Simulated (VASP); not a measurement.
## PbS (Galena): dielectric tensor with PBE

The system is PbS (Galena).

```
Pb S
1.0
     0.00000    2.97057    2.97057
     2.97057    0.00000    2.97057
     2.97057    2.97057    0.00000
Pb S
1 1
Direct
  0.00000 0.00000 0.00000
  0.50000 0.50000 0.50000
```

| Item | Value |
| --- | --- |
| Program | VASP 6.6.1 |
| Task | dielectric tensor |
| Functional | PBE |
| Potentials or basis | VASP PAW PBE potentials, release 64 (Pb_d, S) |
| Cutoff | 520 eV |
| k mesh | 6 × 6 × 6 |
| Occupations | gaussian, width 0.01 eV |
| Spin | no spin polarisation |
| Dipole correction | no |
| Further INCAR settings | ALGO = Normal; EDIFF = 1e-08 |

```
Band gap on the k mesh                  : 0.38 eV, direct
Electronic dielectric tensor (diagonal) : 29.29
Born charges (mean of the diagonal)     : Pb +3.24; S -3.24 e
```

Levels at points of the mesh, in eV from the valence-band top:
| k point | band 6 | band 7 | band 8 | band 9 | band 10 | band 11 | band 12 | band 13 | band 14 |
| --- | --- | --- | --- | --- | --- | --- | --- | --- | --- |
| (0.00, 0.00, 0.00) | -13.55 | -6.04 | -2.14 | -2.14 | -2.14 | 5.21 | 5.21 | 5.21 | 6.75 |
| (0.50, 0.00, 0.00) | -12.32 | -8.81 | -1.76 | -1.76 | 0.00 | 0.38 | 1.98 | 1.98 | 8.66 |
| (0.50, 0.50, 0.00) | -11.90 | -7.19 | -5.15 | -3.41 | -3.41 | 3.89 | 5.56 | 5.67 | 5.67 |

Electronic dielectric tensor:
```
29.29  0.00  0.00
 0.00 29.29  0.00
 0.00  0.00 29.29
```

Born effective charge tensors (e):
atom 1, Pb
```
3.24 0.00 0.00
0.00 3.24 0.00
0.00 0.00 3.24
```
atom 2, S
```
-3.24  0.00  0.00
 0.00 -3.24  0.00
 0.00  0.00 -3.24
```

Run time: 2.5 min on 1 thread of Intel(R) Xeon(R) Platinum 8259CL CPU @ 2.50GHz (Skylake/Cascade Lake) (shared host), peak memory 0.23 GiB.

Caveat: the gap is small at this level, which inflates the dielectric constant; spin-orbit coupling is left out, which moves the levels of the heavy elements. A k mesh can miss the band edges.
